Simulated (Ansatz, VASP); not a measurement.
# Sc3B2Sb: VASP beside Ansatz

```
CELL_PARAMETERS angstrom
4.91435 0.00000 0.00000
0.00000 4.91435 0.00000
0.00000 0.00000 4.69443
ATOMIC_POSITIONS crystal
Sc 0.50000 0.00000 0.50000
Sc 0.00000 0.50000 0.50000
Sc 0.50000 0.50000 0.00000
B 0.50000 0.00000 0.00000
B 0.00000 0.50000 0.00000
Sb 0.00000 0.00000 0.00000
```

Alike in both runs: functional PBE; k mesh 8 × 8 × 8; occupations gaussian, width 0.1 eV; no spin polarisation.

Ansatz relaxed the structure, and its values are those at the end. VASP's run is a single point on that final structure, the one shown.

|  | VASP | Ansatz |
| --- | --- | --- |
| version | VASP 6.6.1 | Ansatz 0.2.0 |
| potentials or method | VASP PAW PBE potentials, release 64 (Sc_sv, B, Sb), cutoff 520 eV | scalar-relativistic, plane waves, PAW |
| valence electrons in the cell | 44 | 54 |

|  | VASP | Ansatz | Ansatz less VASP |
| --- | --- | --- | --- |
| gap on the k mesh at the Fermi level (eV) | none | none | - |
| pressure (GPa) | 0.2 | 0.0 | -0.19 |

A gap of «none» marks a metal or a gap that the smearing closes. VASP's potentials hold 44 valence electrons a cell and Ansatz's 54, so a difference there can come from the potentials and not from the codes.

Spin-orbit coupling is off throughout.
